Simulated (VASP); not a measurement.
Write the native input for VASP 6.6.1 that does the following.

| Item | Value |
| --- | --- |
| Task | single point |
| Functional | LDA |
| Potentials or basis | VASP PAW LDA potentials, release 64 (Si, W_sv) |
| Cutoff | 520 eV |
| k mesh | 18 × 18 × 18 |
| Occupations | gaussian, width 0.15 eV |
| Spin | no spin polarisation |
| Dipole correction | no |
| Further INCAR settings | ALGO = Normal; EDIFF = 1e-06; NBANDS = 18 |

The structure of Si2W lies in POSCAR:

```
Si2W
1.0
   -1.5292622200      1.5292622200      4.2161759406
    1.5292622200     -1.5292622200      4.2161759406
    1.5292622200      1.5292622200     -4.2161759406
Si W
2 1
Direct
    0.3668292265      0.3668292265      0.0000000000
    0.6331707735      0.6331707735      0.0000000000
    0.0000000000      0.0000000000      0.0000000000
```

This cell differs from its parent crystal: atoms shifted along a free coordinate, c/a of the conventional cell at fixed volume 2.7570.

One way to write it, as run:

INCAR

```
SYSTEM = Si2W
PREC = Accurate
ENCUT = 520
EDIFF = 1E-6
ISMEAR = 0
SIGMA = 0.15
LREAL = .False.
LASPH = .True.
NELM = 60
ALGO = Normal
ISIF = 2
LWAVE = .False.
LCHARG = .False.
NBANDS = 18
```

KPOINTS

```
regular mesh
0
Gamma
  18 18 18
  0 0 0
```

Potentials or basis: VASP PAW LDA potentials, release 64 (Si, W_sv).

Run with:

```sh
$ cat potpaw_LDA.64/Si/POTCAR potpaw_LDA.64/W_sv/POTCAR > POTCAR
$ mpirun -np 1 vasp_std > vasp.out
```

Results of the run:

The pressure is 24.9 GPa and the largest force is 5.526 eV/Å. The band gap on the k mesh is zero (bands 11 and 12 overlap by 0.56 eV).

Caveat: the cell stands under pressure; spin-orbit coupling is left out, which moves the levels of the heavy elements; forces of over 1 eV/Å act on the atoms, so gaps and moduli don't describe the material at rest.

Run time: 2.9 min on 1 thread of Intel(R) Xeon(R) 6975P-C (Granite Rapids), with other jobs on the host, peak memory 0.42 GiB.
